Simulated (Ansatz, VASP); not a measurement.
## As in VASP and in Ansatz

Contents of INCAR:

```
AGGAC    = 1.0          
AGGAX    = 1.0          
ALDAC    = 0.0          
ALDAX    = 1.0          
ALGO     = Normal         # electronic algorithm
EDIFF    = 1E-7           # SCF threshold, eV
EDIFFG   = -0.01          # ionic threshold
ENCUT    = 600            # plane-wave cutoff, eV
GGA      = B5             # functional
IBRION   = 2              # ionic algorithm
ISIF     = 3              # what is computed and relaxed
ISMEAR   = -1             # smearing method
IVDW     = 12             # dispersion correction
LASPH    = T              # aspherical terms in the spheres
LCHARG   = F              # write CHGCAR
LREAL    = F              # projectors in reciprocal space
LWAVE    = F              # write WAVECAR
NELM     = 80             # most SCF steps
NSW      = 60             # ionic steps
PREC     = Accurate       # precision mode
SIGMA    = 0.05           # smearing width, eV
VDW_A1   = 0.4298       
VDW_A2   = 4.2359       
VDW_S6   = 1.0          
VDW_S8   = 2.6996
```

Contents of KPOINTS:

```
k-points
0
Gamma
  10 10 10
```

POSCAR

```
As
1.0
    2.7036817444      0.0000000000      0.0000000000
    0.0000000000      2.7036817444      0.0000000000
    0.0000000000      0.0000000000      2.7036817444
As
1
Direct
    0.5000000000      0.5000000000      0.5000000000
```

Contents of input.yaml:

```yaml
crystal:
  lattice:
    - [2.7036817444, 0.0, 0.0]
    - [0.0, 2.7036817444, 0.0]
    - [0.0, 0.0, 2.7036817444]
  atoms:
    - { symbol: As, position: [0.5, 0.5, 0.5] }
hamiltonian:
  xc: blyp
  pseudopotentials: { kind: paw }
  dispersion: d3bj
kpoints:
  mp_grid: { grid: [10, 10, 10] }
scf:
  occupations: { method: fermi_dirac, width: 0.05 }
output:
  forces: true
  stress: true
  eigenvalues: true
relax:
  f_tol: 0.01
  max_steps: 40
  cell: { stress_tol: 0.05 }
```

Alike in both runs: task relaxation of cell and atoms; functional BLYP; dispersion D3(BJ); k mesh 10 × 10 × 10; occupations fermi-dirac, width 0.05 eV; no spin polarisation.

|  | VASP | Ansatz |
| --- | --- | --- |
| version | VASP 6.6.1 | Ansatz 0.2.0 |
| potentials or method | VASP PAW PBE potentials, release 64 (As) | Ansatz PAW |
| plane-wave cutoff (eV) | 600 | 420 |
| valence electrons in the cell | 5 | 15 |

Ansatz gave:

```
gap on the k mesh at the Fermi level, each at its own relaxed structure (eV) : none
relaxed volume (Å³/atom)                                                     : 19.81
relaxed cell length with the largest relative difference (Å)                 : 2.706
```

Question: Which values does VASP return?

Answer: gap on the k mesh at the Fermi level, each at its own relaxed structure (eV): none; relaxed volume (Å³/atom): 19.90; relaxed cell length with the largest relative difference (Å): 2.710.

VASP's potentials were made for PBE, not for BLYP. A gap of «none» marks a metal or a gap that the smearing closes. VASP's potentials hold 5 valence electrons a cell and Ansatz's 15, so a difference there can come from the potentials and not from the codes.

Noted on Ansatz's run: the plane-wave basis is chosen anew once the cell has moved, so the energies of steps on either side of that aren't comparable.
